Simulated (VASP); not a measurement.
# InO2 (Fd-3m) in VASP: a series of runs, part 2 of 2

VASP 6.6.1. Earlier steps stand in the parts before.

### Step 3. Single point, PBE, collinear spin, ferromagnetic start

This run uses another cell than the first one, of 13.52 Å³/atom.

The input, INCAR:

```
PREC = Accurate
ENCUT = 520
EDIFF = 1E-6
ISMEAR = 0
SIGMA = 0.1
LREAL = False
LASPH = True
NELM = 150
ALGO = Normal
ISIF = 2
LWAVE = False
LCHARG = False
ISPIN = 2
MAGMOM = 0.12 0.12 1.4 1.4 1.4 1.4
LORBIT = 11
GGA = PE
NBANDS = 38
```

The input, KPOINTS:

```
regular mesh
0
Gamma
  10 10 10
```

The input, POSCAR:

```
InO2
1.0
    0.0000000000      3.4354907480      3.4354907480
    3.4354907480      0.0000000000      3.4354907480
    3.4354907480      3.4354907480      0.0000000000
In O
2 4
Direct
    0.0000000000      0.0000000000      0.0000000000
    0.2500000000      0.2500000000      0.2500000000
    0.6250000000      0.6250000000      0.6250000000
    0.1250000000      0.6250000000      0.6250000000
    0.6250000000      0.6250000000      0.1250000000
    0.6250000000      0.1250000000      0.6250000000
```

Potentials or basis: VASP PAW PBE potentials, release 64 (In_d, O).

The run is started by

```
$ cat potpaw_PBE.64/In_d/POTCAR potpaw_PBE.64/O/POTCAR > POTCAR
$ mpirun -np 1 vasp_std > vasp.out
```

OUTCAR:

```text
PREC = Accurate
   ENCUT = 520
   EDIFF = 1E-6
   ISMEAR = 0
   LREAL = False
   LASPH = True
   NELM = 150
   ISIF = 2
   ISPIN = 2
   LORBIT = 11
   GGA = PE

 ion  position               nearest neighbor table
   1  0.000  0.000  0.000-   3 2.85   5 2.85   6 2.85   3 2.85   4 2.85   5 2.85   3 2.85   4 2.85
                             6 2.85   4 2.85   5 2.85   6 2.85   2 2.98   2 2.98   2 2.98   2 2.98
   2  0.250  0.250  0.250-   4 2.85   5 2.85   6 2.85   3 2.85   4 2.85   6 2.85   3 2.85   4 2.85
                             5 2.85   3 2.85   5 2.85   6 2.85   1 2.98   1 2.98   1 2.98   1 2.98
   3  0.625  0.625  0.625-   2 2.85   2 2.85   2 2.85   1 2.85   1 2.85   1 2.85
   4  0.125  0.625  0.625-   2 2.85   2 2.85   1 2.85   2 2.85   1 2.85   1 2.85
   5  0.625  0.625  0.125-   2 2.85   2 2.85   1 2.85   2 2.85   1 2.85   1 2.85
   6  0.625  0.125  0.625-   2 2.85   2 2.85   1 2.85   2 2.85   1 2.85   1 2.85

  LATTYP: Found a face centered cubic cell.
 ALAT       =     6.8709814960

  Lattice vectors:

 A1 = (   0.0000000000,   3.4354907480,   3.4354907480)
 A2 = (   3.4354907480,   0.0000000000,   3.4354907480)
 A3 = (   3.4354907480,   3.4354907480,   0.0000000000)

Analysis of symmetry for initial positions (statically):
=====================================================================
 Subroutine PRICEL returns:
 Original cell was already a primitive cell.

 Routine SETGRP: Setting up the symmetry group for a
 face centered cubic supercell.

 Subroutine GETGRP returns: Found 48 space group operations
 (whereof 24 operations were pure point group operations)
 out of a pool of 48 trial point group operations.

The static configuration has the point symmetry T_d .
 The point group associated with its full space group is O_h .

Analysis of symmetry for dynamics (positions and initial velocities):
=====================================================================
 Subroutine PRICEL returns:
 Original cell was already a primitive cell.

 Routine SETGRP: Setting up the symmetry group for a
 face centered cubic supercell.

 Subroutine GETGRP returns: Found 48 space group operations
 (whereof 24 operations were pure point group operations)
 out of a pool of 48 trial point group operations.

The dynamic configuration has the point symmetry T_d .
 The point group associated with its full space group is O_h .

Analysis of structural, dynamic, and magnetic symmetry:
=====================================================================
 Subroutine PRICEL returns:
 Original cell was already a primitive cell.

 Routine SETGRP: Setting up the symmetry group for a
 face centered cubic supercell.

 Subroutine GETGRP returns: Found 48 space group operations
 (whereof 24 operations were pure point group operations)
 out of a pool of 48 trial point group operations.

The overall configuration has the point symmetry T_d .
 The point group associated with its full space group is O_h .

 Subroutine INISYM returns: Found 48 space group operations
 (whereof 24 operations are pure point group operations),
 and found     1 'primitive' translations

----------------------------------------------------------------------------------------

                                     Primitive cell

  volume of cell :      81.0954

  direct lattice vectors                    reciprocal lattice vectors
     0.000000000  3.435490748  3.435490748    -0.145539615  0.145539615  0.145539615
     3.435490748  0.000000000  3.435490748     0.145539615 -0.145539615  0.145539615
     3.435490748  3.435490748  0.000000000     0.145539615  0.145539615 -0.145539615

  length of vectors
     4.858517609  4.858517609  4.858517609     0.252082007  0.252082007  0.252082007
[... 103 lines left out ...]
   EFERMI =   0.00;   METHOD = LEGACY
   ISMEAR =     0;   SIGMA  =   0.10  broadening in eV -4-tet -1-fermi 0-gaus
   EFERMI_NEDOS =   21; number of points for ismear=-14 and -15
   IALGO  =     38    algorithm
   IMIX   =      4    mixing-type and parameters
     AMIX     =   0.40;   BMIX     =  1.00
     AMIX_MAG =   1.60;   BMIX_MAG =  1.00
  volume/ion in A,a.u.               =      13.52        91.21
  Fermi-wavevector in a.u.,A,eV,Ry     =   1.393369  2.633085 26.415389  1.941476
  Thomas-Fermi vector in A             =   2.517021
   LORBIT       =     11    0 simple, 1 ext, 2 COOP (PROOUT), +10 PAW based schemes
   GGA     = PE    functional components
   LHFCALC =     F    Hartree Fock is set to
   AEXX    =    0.0000 exact exchange contribution
   IVDW    =     0    specifies the selected vdW correction
   LEPSILON=     F    determine dielectric tensor
   LRPA    =     F    only Hartree local field effects (RPA)
 spin polarized calculation
 Gauss-broadening in eV      SIGMA  =   0.10
  energy-cutoff  :      520.00
  volume of cell :       81.10
 maximum number of plane-waves:      2200
   NGX = 19   NGY = 19   NGZ = 19

 number of electron      50.0000011 magnetization       5.5355045

 Free energy of the ion-electron system (eV)
  ---------------------------------------------------
  ext. energy  EPLUGINS =         0.00000000
  ---------------------------------------------------
  free energy    TOTEN  =       -20.70979277 eV

  energy without entropy =      -20.69135873  energy(sigma->0) =      -20.70057575

 E-fermi :   4.9371     XC(G=0): -11.0105

 val. band max:        4.9324689650   @ k =   0.4000   0.1000   0.0000
 cond. band min:       4.9418030685   @ k =   0.4000   0.4000   0.0000
 fundamental gap:      0.0093341035
 Fermi energy:         4.9371070974

 spin component 1

 k-point     1 :       0.0000    0.0000    0.0000
  band No.  band energies     occupation
      1     -14.1215      1.00000
      2     -12.0119      1.00000
      3     -12.0119      1.00000
      4     -12.0119      1.00000
      5      -9.1838      1.00000
      6      -9.1838      1.00000
[... 949 lines left out ...]
     36      19.6128      0.00000
     37      20.1864      0.00000

 [... further k-points ...]

 spin component 2

 k-point     1 :       0.0000    0.0000    0.0000
  band No.  band energies     occupation
      1     -12.1795      1.00000
      2      -9.8840      1.00000
      3      -9.8840      1.00000
      4      -9.8840      1.00000
      5      -9.1281      1.00000
      6      -9.1281      1.00000
[... 949 lines left out ...]
     36      20.0366      0.00000
     37      20.4108      0.00000

 [... further k-points ...]

 [bands above 37 left out]

------------------------ aborting loop because EDIFF is reached ----------------------------------------

  FORCE on cell =-STRESS in cart. coord.  units (eV):
  Direction    XX          YY          ZZ          XY          YZ          ZX
  --------------------------------------------------------------------------------------
  -------------------------------------------------------------------------------------
  Total       -0.0555665     -0.0555665     -0.0555665      0.0000000      0.0000000      0.0000000
  in kB       -1.0978100     -1.0978100     -1.0978100      0.0000000      0.0000000      0.0000000
  external PRESSURE =      -1.0978100 kB  Pullay stress =       0.0000000 kB

 VOLUME and BASIS-vectors are now :
 -----------------------------------------------------------------------------
  energy-cutoff  :      520.00
  volume of cell :       81.10
      direct lattice vectors                 reciprocal lattice vectors
     0.000000000  3.435490748  3.435490748    -0.145539615  0.145539615  0.145539615
     3.435490748  0.000000000  3.435490748     0.145539615 -0.145539615  0.145539615
     3.435490748  3.435490748  0.000000000     0.145539615  0.145539615 -0.145539615

 POSITION                                       TOTAL-FORCE (eV/Angst)
 -----------------------------------------------------------------------------------
      0.00000      0.00000      0.00000        -0.000000     -0.000000      0.000000
      1.71775      1.71775      1.71775         0.000000      0.000000     -0.000000
      4.29436      4.29436      4.29436         0.000000      0.000000      0.000000
      4.29436      2.57662      2.57662         0.000000      0.000000      0.000000
      2.57662      2.57662      4.29436         0.000000      0.000000      0.000000
      2.57662      4.29436      2.57662         0.000000      0.000000      0.000000
 -----------------------------------------------------------------------------------
    total drift:                                0.000000     -0.000000      0.000000

  FREE ENERGIE OF THE ION-ELECTRON SYSTEM (eV)
  ---------------------------------------------------
  free  energy   TOTEN  =       -20.7097927675 eV

  energy  without entropy=      -20.6913587290  energy(sigma->0) =      -20.70057575

 total charge

# of ion       s       p       d       tot
------------------------------------------
    1        0.938   0.335   9.885  11.159
    2        0.938   0.335   9.885  11.159
    3        1.626   3.074   0.000   4.700
    4        1.626   3.074   0.000   4.700
    5        1.626   3.074   0.000   4.700
    6        1.626   3.074   0.000   4.700
--------------------------------------------------
tot          8.379  12.967  19.771  41.117

 magnetization (x)

# of ion       s       p       d       tot
------------------------------------------
    1        0.168  -0.043   0.003   0.128
    2        0.168  -0.043   0.003   0.128
    3        0.012   1.128   0.000   1.140
    4        0.012   1.128   0.000   1.140
    5        0.012   1.128   0.000   1.140
    6        0.012   1.128   0.000   1.140
--------------------------------------------------
tot          0.384   4.427   0.007   4.818
```

Run time: 2.3 min. Hardware: 1 thread of Intel Xeon 6975P-C (Granite Rapids), shared host; peak memory 0.36 GiB.

Results:

```
Free energy                                           : -20.7098 eV
Pressure                                              : -0.1 GPa
Net moment                                            : 5.54 μB per cell
Site moments                                          : In +0.13; O +1.14 μB
Valence electrons inside the program's atomic spheres : In 11.16; O 4.70
```

Levels at points of the mesh, in eV from the Fermi level:
Spin up:
```csv
k point,band 25,band 26,band 27,band 28,band 29,band 30,band 31,band 32
"(0.00, 0.00, 0.00)",-0.40,-0.40,-0.40,2.37,2.68,2.68,2.68,8.71
"(0.50, 0.00, 0.00)",-1.00,-0.45,-0.45,-0.40,3.96,3.96,4.67,8.56
"(0.50, 0.50, 0.00)",-0.55,-0.55,-0.16,-0.16,3.74,3.74,6.85,6.85
```
Spin down:
```
           k point  band 18  band 19  band 20  band 21  band 22  band 23  band 24  band 25  band 26  band 27
(0.00, 0.00, 0.00)    -3.09    -3.09    -1.74    -1.74     1.05     1.05     1.05     2.40     2.40     2.40
(0.50, 0.00, 0.00)    -2.40    -1.71    -1.22    -1.22    -0.47    -0.47     0.29     1.08     1.14     2.29
(0.50, 0.50, 0.00)    -2.50    -1.14    -1.14    -0.50    -0.50    -0.26    -0.26     1.25     1.25     2.13
```

Caveat: spin-orbit coupling is left out, which moves the levels of the heavy elements.
